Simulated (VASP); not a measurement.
# CoSi2 (Fm-3m) in VASP: notebook

The runs below take CoSi2 through single point, with PBE.

All numbers are computed with VASP 6.6.1; they aren't measurements. Logs are shortened: lines on timing, memory, paths and dates and some standing lists are left out, and cuts for length are marked.

### 1 The cell of the first run

Symmetry: Fm-3m, No. 225, cubic system. The conventional cell has a = 5.288 Å, b = 5.288 Å, c = 5.288 Å, α = 90.00°, β = 90.00°, γ = 90.00°. Co (site symmetry m-3m) has 8 Si at 2.29 Å within 3.0 Å. Si (site symmetry -43m) has 4 Co at 2.29 Å and 6 Si at 2.64 Å within 3.0 Å.

### 2 Single point, PBE (12.32 Å³/atom)

INCAR

```
  PREC = Accurate
  ENCUT = 520
  EDIFF = 1E-7
  ISMEAR = 0
  SIGMA = 0.15
  LREAL = F
  LASPH = T
  NELM = 60
  ALGO = Normal
  ISIF = 2
  LWAVE = F
  LCHARG = F
  GGA = PE
  NBANDS = 16
```

KPOINTS

```
Automatic mesh
0
Gamma
  14 14 14
```

POSCAR

```
CoSi2
1.0
    0.0000000000      2.6439758734      2.6439758734
    2.6439758734      0.0000000000      2.6439758734
    2.6439758734      2.6439758734      0.0000000000
Co Si
1 2
Direct
    0.0000000000      0.0000000000      0.0000000000
    0.2500000000      0.2500000000      0.2500000000
    0.7500000000      0.7500000000      0.7500000000
```

Potentials or basis: VASP PAW PBE potentials, release 64 (Co, Si).

Run with:

```
$ cat potpaw_PBE.64/Co/POTCAR potpaw_PBE.64/Si/POTCAR > POTCAR
$ mpirun -np 1 vasp_std > vasp.out
```

OUTCAR:

```text
PREC = Accurate
   ENCUT = 520
   EDIFF = 1E-7
   ISMEAR = 0
   LREAL = F
   LASPH = T
   NELM = 60
   ISIF = 2
   GGA = PE

 ion  position               nearest neighbor table
   1  0.000  0.000  0.000-   3 2.29   3 2.29   3 2.29   2 2.29   3 2.29   2 2.29   2 2.29   2 2.29

   2  0.250  0.250  0.250-   1 2.29   1 2.29   1 2.29   1 2.29   3 2.64   3 2.64   3 2.64   3 2.64
                             3 2.64   3 2.64
   3  0.750  0.750  0.750-   1 2.29   1 2.29   1 2.29   1 2.29   2 2.64   2 2.64   2 2.64   2 2.64
                             2 2.64   2 2.64

  LATTYP: Found a face centered cubic cell.
 ALAT       =     5.2879517468

  Lattice vectors:

 A1 = (   0.0000000000,   2.6439758734,   2.6439758734)
 A2 = (   2.6439758734,   0.0000000000,   2.6439758734)
 A3 = (   2.6439758734,   2.6439758734,   0.0000000000)

Analysis of symmetry for initial positions (statically):
=====================================================================
 Subroutine PRICEL returns:
 Original cell was already a primitive cell.

 Routine SETGRP: Setting up the symmetry group for a
 face centered cubic supercell.

 Subroutine GETGRP returns: Found 48 space group operations
 (whereof 48 operations were pure point group operations)
 out of a pool of 48 trial point group operations.

The static configuration has the point symmetry O_h .

Analysis of symmetry for dynamics (positions and initial velocities):
=====================================================================
 Subroutine PRICEL returns:
 Original cell was already a primitive cell.

 Routine SETGRP: Setting up the symmetry group for a
 face centered cubic supercell.

 Subroutine GETGRP returns: Found 48 space group operations
 (whereof 48 operations were pure point group operations)
 out of a pool of 48 trial point group operations.

The dynamic configuration has the point symmetry O_h .

 Subroutine INISYM returns: Found 48 space group operations
 (whereof 48 operations are pure point group operations),
 and found     1 'primitive' translations

----------------------------------------------------------------------------------------

                                     Primitive cell

  volume of cell :      36.9660

  direct lattice vectors                    reciprocal lattice vectors
     0.000000000  2.643975873  2.643975873    -0.189109139  0.189109139  0.189109139
     2.643975873  0.000000000  2.643975873     0.189109139 -0.189109139  0.189109139
     2.643975873  2.643975873  0.000000000     0.189109139  0.189109139 -0.189109139

  length of vectors
     3.739146539  3.739146539  3.739146539     0.327546636  0.327546636  0.327546636

  position of ions in fractional coordinates (direct lattice)
     0.000000000  0.000000000  0.000000000
     0.250000000  0.250000000  0.250000000
     0.750000000  0.750000000  0.750000000

  ion indices of the primitive-cell ions
   primitive index   ion index
                 1           1
                 2           2
                 3           3

----------------------------------------------------------------------------------------

 KPOINTS: Automatic mesh

Automatic generation of k-mesh.
 Grid dimensions read from file:
 generate k-points for:   14   14   14

 Generating k-lattice:

  Cartesian coordinates                     Fractional coordinates (reciprocal lattice)
    -0.013507796  0.013507796  0.013507796     0.071428571  0.000000000  0.000000000
     0.013507796 -0.013507796  0.013507796     0.000000000  0.071428571  0.000000000
     0.013507796  0.013507796 -0.013507796     0.000000000  0.000000000  0.071428571

  Length of vectors
     0.023396188  0.023396188  0.023396188

  Shift w.r.t. Gamma in fractional coordinates (k-lattice)
     0.000000000  0.000000000  0.000000000

 Subroutine IBZKPT returns following result:
 ===========================================

 Found    104 irreducible k-points:

 Following reciprocal coordinates:
            Coordinates               Weight
  0.000000  0.000000  0.000000      1.000000
  0.071429  0.000000  0.000000      8.000000
  0.142857  0.000000  0.000000      8.000000
  0.214286  0.000000  0.000000      8.000000
  0.285714  0.000000  0.000000      8.000000
  0.357143  0.000000  0.000000      8.000000
[... 16 lines left out ...]
  0.214286  0.142857  0.000000     24.000000
  0.285714  0.142857  0.000000     24.000000
 [... further k-points ...]
   k-points           NKPTS =    104   k-points in BZ     NKDIM =    104   number of bands    NBANDS=     16
   number of dos      NEDOS =    301   number of ions     NIONS =      3
   total plane-waves  NPLWV =  21952
   dimension x,y,z NGX =    28 NGY =   28 NGZ =   28
   dimension x,y,z NGXF=    56 NGYF=   56 NGZF=   56
   ions per type =               1   2
   NGX,Y,Z   is equivalent  to a cutoff of  12.45, 12.45, 12.45 a.u.
   NGXF,Y,Z  is equivalent  to a cutoff of  24.90, 24.90, 24.90 a.u.
 SYSTEM =  unknown system
   PREC   = accura    normal or accurate (medium, high low for compatibility)
   ISTART =      0    job   : 0-new  1-cont  2-samecut
   ICHARG =      2    charge: 1-file 2-atom 10-const
   ISPIN  =      1    spin polarized calculation?
   LNONCOLLINEAR =      F non collinear calculations
   LSORBIT =      F    spin-orbit coupling
   LASPH  =      T    aspherical Exc in radial PAW
   ENCUT  =  520.0 eV  38.22 Ry    6.18 a.u.   6.95  6.95  6.95*2*pi/ulx,y,z
   NELM   =     60;   NELMIN=  2; NELMDL= -5     # of ELM steps
   EDIFF  = 0.1E-06   stopping-criterion for ELM
   LREAL  =      F    real-space projection
   EDIFFG = 0.1E-05   stopping-criterion for IOM
   NSW    =      0    number of steps for IOM
   IBRION =     -1    ionic relax: 0-MD 1-quasi-New 2-CG
   NFREE  =      0    steps in history (QN), initial steepest desc. (CG)
   ISIF   =      2    stress and relaxation
   ISYM   =      2    0-nonsym 1-usesym 2-fastsym
   POTIM  = 0.5000    time-step for ionic-motion
   TEBEG  =    0.0;   TEEND  =   0.0 temperature during run
   PSTRESS=    0.0 pullay stress
   NELECT =      17.0000    total number of electrons
   NUPDOWN=      -1.0000    fix difference up-down
   EMIN   =  10.00;   EMAX   =-10.00  energy-range for DOS
   EFERMI =   0.00;   METHOD = LEGACY
   ISMEAR =     0;   SIGMA  =   0.15  broadening in eV -4-tet -1-fermi 0-gaus
   EFERMI_NEDOS =   21; number of points for ismear=-14 and -15
   IALGO  =     38    algorithm
   IMIX   =      4    mixing-type and parameters
     AMIX     =   0.40;   BMIX     =  1.00
     AMIX_MAG =   1.60;   BMIX_MAG =  1.00
  volume/ion in A,a.u.               =      12.32        83.15
  Fermi-wavevector in a.u.,A,eV,Ry     =   1.263641  2.387935 21.725622  1.596788
  Thomas-Fermi vector in A             =   2.396987
   LORBIT       =      0    0 simple, 1 ext, 2 COOP (PROOUT), +10 PAW based schemes
   GGA     = PE    functional components
   LHFCALC =     F    Hartree Fock is set to
   AEXX    =    0.0000 exact exchange contribution
   IVDW    =     0    specifies the selected vdW correction
   LEPSILON=     F    determine dielectric tensor
   LRPA    =     F    only Hartree local field effects (RPA)
 non-spin polarized calculation
 Gauss-broadening in eV      SIGMA  =   0.15
  energy-cutoff  :      520.00
  volume of cell :       36.97
 maximum number of plane-waves:      1010
   NGX = 13   NGY = 13   NGZ = 13

 number of electron      17.0000007 magnetization

 Free energy of the ion-electron system (eV)
  ---------------------------------------------------
  ext. energy  EPLUGINS =         0.00000000
  ---------------------------------------------------
  free energy    TOTEN  =       -19.26529568 eV

  energy without entropy =      -19.25455986  energy(sigma->0) =      -19.25992777

 E-fermi :  10.6225     XC(G=0): -11.9238

 val. band max:       10.5396859903   @ k =   0.4286   0.0714   0.0000
 cond. band min:      10.6329218162   @ k =   0.4286   0.2143   0.0714
 fundamental gap:      0.0932358259
 Fermi energy:        10.6224831187

 k-point     1 :       0.0000    0.0000    0.0000
  band No.  band energies     occupation
      1      -2.8066      2.00000
      2       6.3661      2.00000
      3       6.3661      2.00000
      4       6.3661      2.00000
      5       8.5815      2.00000
      6       8.5815      2.00000
[... 8 lines left out ...]
     15      16.4557      0.00000
     16      16.4557      0.00000

 k-point     2 :       0.0714    0.0000    0.0000
  band No.  band energies     occupation
      1      -2.7268      2.00000
      2       6.1810      2.00000
      3       6.3949      2.00000
      4       6.3949      2.00000
      5       8.5567      2.00000
      6       8.5567      2.00000
[... 8 lines left out ...]
     15      16.1518      0.00000
     16      16.3090      0.00000

 k-point     3 :       0.1429    0.0000    0.0000
  band No.  band energies     occupation
      1      -2.4884      2.00000
      2       5.6677      2.00000
      3       6.4756      2.00000
      4       6.4756      2.00000
      5       8.4973      2.00000
      6       8.4973      2.00000
[... 8 lines left out ...]
     15      16.0322      0.00000
     16      16.7396      0.00000

 k-point     4 :       0.2143    0.0000    0.0000
  band No.  band energies     occupation
      1      -2.0949      2.00000
      2       4.9079      2.00000
      3       6.5909      2.00000
      4       6.5909      2.00000
      5       8.4441      2.00000
      6       8.4441      2.00000
[... 8 lines left out ...]
     15      16.8662      0.00000
     16      17.8381      0.00000
[... 324 lines left out ...]
 k-point    22 :       0.1429    0.1429    0.0000
  band No.  band energies     occupation
      1      -2.3824      2.00000
      2       5.7610      2.00000
      3       6.3926      2.00000
      4       6.3926      2.00000
      5       8.1625      2.00000
      6       8.6912      2.00000
[... 8 lines left out ...]
     15      17.1909      0.00000
     16      17.1909      0.00000

 k-point    23 :       0.2143    0.1429    0.0000
  band No.  band energies     occupation
      1      -2.0935      2.00000
      2       5.3333      2.00000
      3       6.4333      2.00000
      4       6.4736      2.00000
      5       7.9333      2.00000
      6       8.7314      2.00000
[... 8 lines left out ...]
     15      18.0845      0.00000
     16      18.2254      0.00000

 k-point    24 :       0.2857    0.1429    0.0000
  band No.  band energies     occupation
      1      -1.6525      2.00000
      2       4.6395      2.00000
      3       6.5140      2.00000
      4       6.5869      2.00000
      5       7.7370      2.00000
      6       8.7723      2.00000
[... 8 lines left out ...]
     15      19.1065      0.00000
     16      19.4177      0.00000

 [... further k-points ...]
[... 5 lines left out ...]
  --------------------------------------------------------------------------------------
  -------------------------------------------------------------------------------------
  Total        1.8003037      1.8003037      1.8003037      0.0000000      0.0000000     -0.0000000
  in kB       78.0286168     78.0286168     78.0286168      0.0000000      0.0000000     -0.0000000
  external PRESSURE =      78.0286168 kB  Pullay stress =       0.0000000 kB

 VOLUME and BASIS-vectors are now :
 -----------------------------------------------------------------------------
  energy-cutoff  :      520.00
  volume of cell :       36.97
      direct lattice vectors                 reciprocal lattice vectors
     0.000000000  2.643975873  2.643975873    -0.189109139  0.189109139  0.189109139
     2.643975873  0.000000000  2.643975873     0.189109139 -0.189109139  0.189109139
     2.643975873  2.643975873  0.000000000     0.189109139  0.189109139 -0.189109139

 POSITION                                       TOTAL-FORCE (eV/Angst)
 -----------------------------------------------------------------------------------
      0.00000      0.00000      0.00000        -0.000000     -0.000000     -0.000000
      1.32199      1.32199      1.32199        -0.000000     -0.000000     -0.000000
      3.96596      3.96596      3.96596         0.000000      0.000000      0.000000
 -----------------------------------------------------------------------------------
    total drift:                               -0.000000     -0.000000      0.000000

  FREE ENERGIE OF THE ION-ELECTRON SYSTEM (eV)
  ---------------------------------------------------
  free  energy   TOTEN  =       -19.2652956807 eV

  energy  without entropy=      -19.2545598609  energy(sigma->0) =      -19.25992777
```

Wall time 26 s (1 thread of Intel Xeon 6975P-C (Granite Rapids), shared host); peak memory 0.2 GiB.

What came out:

```
Free energy            : -19.2653 eV
Pressure               : 7.8 GPa
Band gap on the k mesh : zero (an odd number of electrons rules out a gap without spin polarisation)
```

Levels at points of the mesh, in eV from the Fermi level:
| k point | band 5 | band 6 | band 7 | band 8 | band 9 | band 10 | band 11 | band 12 | band 13 | band 14 |
| --- | --- | --- | --- | --- | --- | --- | --- | --- | --- | --- |
| (0.00, 0.00, 0.00) | -2.04 | -2.04 | 1.14 | 3.45 | 3.45 | 3.45 | 3.56 | 3.56 | 3.56 | 5.83 |
| (0.50, 0.00, 0.00) | -2.27 | -1.74 | -1.74 | -0.50 | -0.50 | 2.82 | 3.52 | 3.52 | 4.68 | 10.54 |
| (0.50, 0.50, 0.00) | -3.77 | -2.07 | -2.07 | -2.03 | -1.42 | 1.73 | 2.94 | 8.59 | 9.98 | 9.98 |

Caveat: the cell stands under pressure; the run has no spin polarisation, though such a crystal can be magnetic. Spin polarisation is off, so any magnetic state and its effect on volume and gap are missing.

### 3 Single point, PBE (13.35 Å³/atom)

This run uses another cell than the first one, of 13.35 Å³/atom.

INCAR

```
PREC = Accurate ; ENCUT = 520
EDIFF = 1E-6 ; ISMEAR = 0
SIGMA = 0.15 ; LREAL = False
LASPH = True ; NELM = 60
ALGO = Normal ; ISIF = 2
LWAVE = False ; LCHARG = False
GGA = PE ; NBANDS = 16
```

KPOINTS

```
regular mesh
0
Gamma
  14 14 14
```

POSCAR

```
CoSi2
1.0
    0.0000000000      2.7154125383      2.7154125383
    2.7154125383      0.0000000000      2.7154125383
    2.7154125383      2.7154125383      0.0000000000
Co Si
1 2
Direct
    0.0000000000      0.0000000000      0.0000000000
    0.2500000000      0.2500000000      0.2500000000
    0.7500000000      0.7500000000      0.7500000000
```

Potentials or basis: VASP PAW PBE potentials, release 64 (Co, Si).

Run with:

```
$ cat potpaw_PBE.64/Co/POTCAR potpaw_PBE.64/Si/POTCAR > POTCAR
$ mpirun -np 1 vasp_std > vasp.out
```

OUTCAR:

```text
PREC = Accurate
   ENCUT = 520
   EDIFF = 1E-6
   ISMEAR = 0
   LREAL = False
   LASPH = True
   NELM = 60
   ISIF = 2
   GGA = PE

 ion  position               nearest neighbor table
   1  0.000  0.000  0.000-   3 2.35   3 2.35   3 2.35   2 2.35   2 2.35   2 2.35   3 2.35   2 2.35

   2  0.250  0.250  0.250-   1 2.35   1 2.35   1 2.35   1 2.35   3 2.72   3 2.72   3 2.72   3 2.72
                             3 2.72   3 2.72
   3  0.750  0.750  0.750-   1 2.35   1 2.35   1 2.35   1 2.35   2 2.72   2 2.72   2 2.72   2 2.72
                             2 2.72   2 2.72

  LATTYP: Found a face centered cubic cell.
 ALAT       =     5.4308250766
[... 645 lines left out ...]
     16      17.9092      0.00000

 [... further k-points ...]
[... 5 lines left out ...]
  --------------------------------------------------------------------------------------
  -------------------------------------------------------------------------------------
  Total       -1.6613864     -1.6613864     -1.6613864      0.0000000      0.0000000     -0.0000000
  in kB      -66.4727717    -66.4727717    -66.4727717      0.0000000      0.0000000     -0.0000000
  external PRESSURE =     -66.4727717 kB  Pullay stress =       0.0000000 kB

 VOLUME and BASIS-vectors are now :
 -----------------------------------------------------------------------------
  energy-cutoff  :      520.00
  volume of cell :       40.04
      direct lattice vectors                 reciprocal lattice vectors
     0.000000000  2.715412538  2.715412538    -0.184134084  0.184134084  0.184134084
     2.715412538  0.000000000  2.715412538     0.184134084 -0.184134084  0.184134084
     2.715412538  2.715412538  0.000000000     0.184134084  0.184134084 -0.184134084

 POSITION                                       TOTAL-FORCE (eV/Angst)
 -----------------------------------------------------------------------------------
      0.00000      0.00000      0.00000        -0.000000     -0.000000     -0.000000
      1.35771      1.35771      1.35771         0.000000      0.000000     -0.000000
      4.07312      4.07312      4.07312        -0.000000     -0.000000      0.000000
 -----------------------------------------------------------------------------------
    total drift:                                0.000000     -0.000000     -0.000000

  FREE ENERGIE OF THE ION-ELECTRON SYSTEM (eV)
  ---------------------------------------------------
  free  energy   TOTEN  =       -19.2671281308 eV

  energy  without entropy=      -19.2552749446  energy(sigma->0) =      -19.26120154
```

OSZICAR:

```text
N       E                     dE             d eps       ncg     rms          rms(c)
DAV:   1     0.595267731121E+02    0.59527E+02   -0.67488E+03  3336   0.100E+03
DAV:   2    -0.176591364961E+02   -0.77186E+02   -0.68637E+02  3776   0.199E+02
DAV:   3    -0.206426078383E+02   -0.29835E+01   -0.29319E+01  4328   0.434E+01
DAV:   4    -0.206949559205E+02   -0.52348E-01   -0.52315E-01  4072   0.553E+00
DAV:   5    -0.206965971681E+02   -0.16412E-02   -0.16412E-02  4344   0.992E-01    0.140E+01
DAV:   6    -0.250097406469E+02   -0.43131E+01   -0.26523E+01  3568   0.106E+02    0.194E+01
DAV:   7    -0.192871626007E+02    0.57226E+01   -0.11805E+01  4192   0.825E+01    0.295E+00
DAV:   8    -0.193022237997E+02   -0.15061E-01   -0.87703E-01  4104   0.678E+00    0.200E+00
DAV:   9    -0.192673702811E+02    0.34854E-01   -0.10820E-01  3856   0.587E+00    0.520E-01
DAV:  10    -0.192674036639E+02   -0.33383E-04   -0.83053E-03  4592   0.155E+00    0.185E-01
DAV:  11    -0.192670917855E+02    0.31188E-03   -0.12478E-03  4216   0.653E-01    0.384E-02
DAV:  12    -0.192671331411E+02   -0.41356E-04   -0.12920E-04  4144   0.867E-02    0.239E-02
DAV:  13    -0.192671278894E+02    0.52517E-05   -0.12976E-05  4472   0.603E-02    0.936E-03
DAV:  14    -0.192671281308E+02   -0.24139E-06   -0.12965E-06  2536   0.117E-02
   1 F= -.19267128E+02 E0= -.19261202E+02  d E =-.118532E-01
```

Wall time 30 s (1 thread of Intel Xeon 6975P-C (Granite Rapids), shared host); peak memory 0.21 GiB.

Results:

* Free energy: -19.2671 eV
* Pressure: -6.6 GPa
* Band gap on the k mesh: zero (an odd number of electrons rules out a gap without spin polarisation)

Caveat: the cell stands under tension; the run has no spin polarisation, though such a crystal can be magnetic.

(Continued in part 2 of 2.)
